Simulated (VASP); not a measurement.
A run of VASP 6.6.1 is set up as follows.

INCAR

```
PREC     = Accurate       # precision mode
ENCUT    = 520            # plane-wave cutoff, eV
EDIFF    = 1E-6           # SCF threshold, eV
ISMEAR   = 0              # smearing method
SIGMA    = 0.1            # smearing width, eV
LREAL    = False          # projectors in reciprocal space
LASPH    = True           # aspherical terms in the spheres
NELM     = 60             # most SCF steps
ALGO     = Normal         # electronic algorithm
ISIF     = 2              # what is computed and relaxed
LWAVE    = False          # write WAVECAR
LCHARG   = False          # write CHGCAR
GGA      = PE             # functional
NBANDS   = 24             # bands
```

Contents of KPOINTS:

```
Automatic mesh
0
Gamma
  2 2 2
```

POSCAR

```
SnTe3
1.0
    0.0000000000      3.8612190000      3.8612190000
    3.8612190000      0.0000000000      3.8612190000
    3.8612190000      3.8612190000      0.0000000000
Sn Te
1 3
Direct
    0.0000000000      0.0000000000      0.0000000000
    0.2500000000      0.2500000000      0.2500000000
    0.7500000000      0.7500000000      0.7500000000
    0.5000000000      0.5000000000      0.5000000000
```

Potentials or basis: VASP PAW PBE potentials, release 64 (Sn_d, Te).

The run is started by

```bash
$ cat potpaw_PBE.64/Sn_d/POTCAR potpaw_PBE.64/Te/POTCAR > POTCAR
$ mpirun -np 1 vasp_std > vasp.out
```

Problem. Estimate the pressure.

Solution. 4.6 GPa.

Problem. Predict the band gap on the k mesh.

Solution. Zero (band 16 reaches 8.15 eV, above the bottom of band 17 at 5.92 eV).

Caveat: the k points lie up to 0.70 Å⁻¹ apart; spin-orbit coupling is left out, which moves the levels of the heavy elements.
